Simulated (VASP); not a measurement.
Na4F:

```
CELL_PARAMETERS angstrom
-2.83851 2.83851 2.83851
2.83851 -2.83851 2.83851
2.83851 2.83851 -2.83851
ATOMIC_POSITIONS crystal
Na 0.50000 0.50000 0.50000
Na 0.00000 0.00000 0.50000
Na 0.00000 0.50000 0.00000
Na 0.50000 0.00000 0.00000
F 0.00000 0.00000 0.00000
```

The cell was generated, and may not be a known phase.

| Property | Result |
| --- | --- |
| Program | VASP 6.6.1 |
| Task | relaxation of cell and atoms |
| Functional | PBE |
| Potentials or basis | VASP PAW PBE potentials, release 64 (Na_sv, F) |
| Cutoff | 1130 eV |
| k mesh | 4 × 4 × 4 |
| Occupations | gaussian, width 0.1 eV |
| Spin | no spin polarisation |

At the start: pressure 7.7 GPa; volume 18.30 Å³/atom.

Problem. Where does the relaxation end?

Solution. Over 4 steps the energy falls by 116.0 meV/atom and the volume is 24.32 Å³/atom (+32.9 %); space group Im-3m (No. 229, to 0.1 Å) before and after.

The path:
```tsv
step	energy change (eV)	largest force (eV/Å)	pressure (GPa)	volume (Å³)
1	0.0000	0.0000	7.73	91.48
2	-0.4075	0.0000	3.38	103.67
3	-0.5654	0.0000	0.80	116.63
4	-0.5802	0.0000	0.18	121.58
```

Final structure:
```cif
data_structure
_symmetry_space_group_name_H-M 'P 1'
_symmetry_Int_Tables_number 1
_cell_length_a 5.4053
_cell_length_b 5.4053
_cell_length_c 5.4053
_cell_angle_alpha 109.471
_cell_angle_beta 109.471
_cell_angle_gamma 109.471
_cell_volume 121.58
loop_
_atom_site_label
_atom_site_type_symbol
_atom_site_fract_x
_atom_site_fract_y
_atom_site_fract_z
_atom_site_occupancy
Na1 Na 0.50000 0.50000 0.50000 1
Na2 Na 0.00000 0.00000 0.50000 1
Na3 Na 0.00000 0.50000 0.00000 1
Na4 Na 0.50000 0.00000 0.00000 1
F1 F 0.00000 0.00000 0.00000 1
```

Caveat: the k points lie up to 0.36 Å⁻¹ apart in the final cell, too coarse for converged energies and pressures of a metal; the volume moved by over 15 % at a fixed basis, so the end points are rough.
